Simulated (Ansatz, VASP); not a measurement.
# Two plane-wave programs on Li

INCAR

```
PREC     = Accurate       # precision mode
ENCUT    = 600            # plane-wave cutoff, eV
EDIFF    = 1E-7           # SCF threshold, eV
ISMEAR   = 0              # smearing method
SIGMA    = 0.1            # smearing width, eV
LREAL    = False          # projectors in reciprocal space
LASPH    = True           # aspherical terms in the spheres
NELM     = 100            # most SCF steps
ALGO     = Fast           # electronic algorithm
ISIF     = 3              # what is computed and relaxed
LWAVE    = False          # write WAVECAR
LCHARG   = False          # write CHGCAR
GGA      = PE             # functional
IBRION   = 2              # ionic algorithm
NSW      = 100            # ionic steps
EDIFFG   = -0.01          # ionic threshold
```

File KPOINTS:

```
Automatic mesh
0
Gamma
  8 8 8
```

POSCAR

```
Li
1.0
    5.4529986000      0.0000000000      0.0000000000
    0.0000000000      5.4529986000      0.0000000000
    0.0000000000      0.0000000000      5.4529986000
Li
8
Direct
    0.5000000000      0.5000000000      0.5000000000
    0.0000000000      0.0000000000      0.0000000000
    0.2500000000      0.0000000000      0.5000000000
    0.5000000000      0.2500000000      0.0000000000
    0.5000000000      0.7500000000      0.0000000000
    0.7500000000      0.0000000000      0.5000000000
    0.0000000000      0.5000000000      0.7500000000
    0.0000000000      0.5000000000      0.2500000000
```

Input for Ansatz:

```yaml
crystal:
  lattice:
    - [5.4529986, 0.0, 0.0]
    - [0.0, 5.4529986, 0.0]
    - [0.0, 0.0, 5.4529986]
  atoms:
    - { symbol: Li, position: [0.5, 0.5, 0.5] }
    - { symbol: Li, position: [0.0, 0.0, 0.0] }
    - { symbol: Li, position: [0.25, 0.0, 0.5] }
    - { symbol: Li, position: [0.5, 0.25, 0.0] }
    - { symbol: Li, position: [0.5, 0.75, 0.0] }
    - { symbol: Li, position: [0.75, 0.0, 0.5] }
    - { symbol: Li, position: [0.0, 0.5, 0.75] }
    - { symbol: Li, position: [0.0, 0.5, 0.25] }
basis:
  ecutwfc: 420
kpoints:
  mp_grid: { grid: [8, 8, 8] }
hamiltonian:
  xc: pbe
scf:
  occupations: { method: gaussian, width: 0.1 }
output:
  forces: true
  stress: true
  eigenvalues: true
relax:
  adjacent_minimum: "off"
  f_tol: 0.01
  max_steps: 80
  cell: { stress_tol: 0.05 }
```

Alike in both runs: task relaxation of cell and atoms; functional PBE; k mesh 8 × 8 × 8; occupations gaussian, width 0.1 eV; no spin polarisation.

|  | VASP | Ansatz |
| --- | --- | --- |
| version | VASP 6.6.1 | Ansatz 0.2.0 |
| potentials or method | VASP PAW PBE potentials, release 64 (Li_sv), cutoff 600 eV | scalar-relativistic, plane waves, PAW |
| valence electrons in the cell | 24 | 24 |

VASP gave:

| Item | Value |
| --- | --- |
| gap on the k mesh at the Fermi level, each at its own relaxed structure (eV) | none |
| relaxed volume (Å³/atom) | 20.10 |
| relaxed cell length with the largest relative difference (Å) | 5.438 |

Which values does Ansatz return?

gap on the k mesh at the Fermi level, each at its own relaxed structure (eV): none; relaxed volume (Å³/atom): 20.27; relaxed cell length with the largest relative difference (Å): 5.453.

A gap of «none» marks a metal or a gap that the smearing closes.

Noted on VASP's run: the cutoff is short for stress, so the pressure is rough.
